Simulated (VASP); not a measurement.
Wanted: the native input for a VASP 6.6.1 run.

```
Task                   : single point
Functional             : PBEsol
Potentials or basis    : VASP PAW PBE potentials, release 64 (Al, N, Ge_d, H)
Cutoff                 : 520 eV
k mesh                 : 2 × 2 × 1
Occupations            : gaussian, width 0.05 eV
Spin                   : no spin polarisation
Dipole correction      : no
Further INCAR settings : LREAL = Auto; ALGO = Normal; EDIFF = 1e-06; NBANDS = 45
```

The structure of Al6GeH2N6 lies in POSCAR:

```
Al6GeH2N6
1.0
    5.4455680000      0.0000000000      0.0000000000
   -2.7227840000      5.2851960000      0.0000000000
    0.0000000000      0.0000000000     16.3239630000
Al N Ge H
6 6 1 2
Direct
    0.6666667279      0.0000000000      0.0612596341
    0.1893590015      0.5238797199      0.0933191284
    0.2646081328      0.0701005223      0.1226789108
    0.7028128661      0.5890897897      0.1724252867
    0.8243054256      0.1791490798      0.2335944403
    0.2860188473      0.7309952176      0.2504624643
    0.5537483458      0.6627063594      0.0804685112
    0.9996548196      0.1894881476      0.1217791292
    0.0874647552      0.7259842398      0.1543035842
    0.5325298963      0.2353560776      0.1993813635
    0.6622424595      0.8102829110      0.2609600377
    0.0009368874      0.4766029491      0.3056254783
    0.7537291809      0.6281833257      0.3499425967
    1.0288035743      0.6240531099      0.3878067477
    0.4714019438      0.3927224269      0.3643796546
```

One way to write it, as run:

INCAR

```
  PREC = Accurate
  ENCUT = 520
  EDIFF = 1E-6
  ISMEAR = 0
  SIGMA = 0.05
  LREAL = Auto
  LASPH = True
  NELM = 80
  ALGO = Normal
  ISIF = 2
  LWAVE = False
  LCHARG = False
  GGA = PS
  NBANDS = 45
```

KPOINTS

```
regular mesh
0
Gamma
  2 2 1
```

Potentials or basis: VASP PAW PBE potentials, release 64 (Al, N, Ge_d, H).

Launch:

```sh
$ cat potpaw_PBE.64/Al/POTCAR potpaw_PBE.64/N/POTCAR potpaw_PBE.64/Ge_d/POTCAR potpaw_PBE.64/H/POTCAR > POTCAR
$ mpirun -np 1 vasp_std > vasp.out
```

It gave:

The largest force is 0.023 eV/Å and the band gap on the k mesh is 1.45 eV (least direct gap 1.57 eV).

Caveat: the k points lie up to 0.65 Å⁻¹ apart; the PAW data sets were made with another functional, which shifts forces and pressure a little.

It took 6.8 min on 1 thread of AMD EPYC 7R13, on a shared host, peak memory 0.54 GiB.
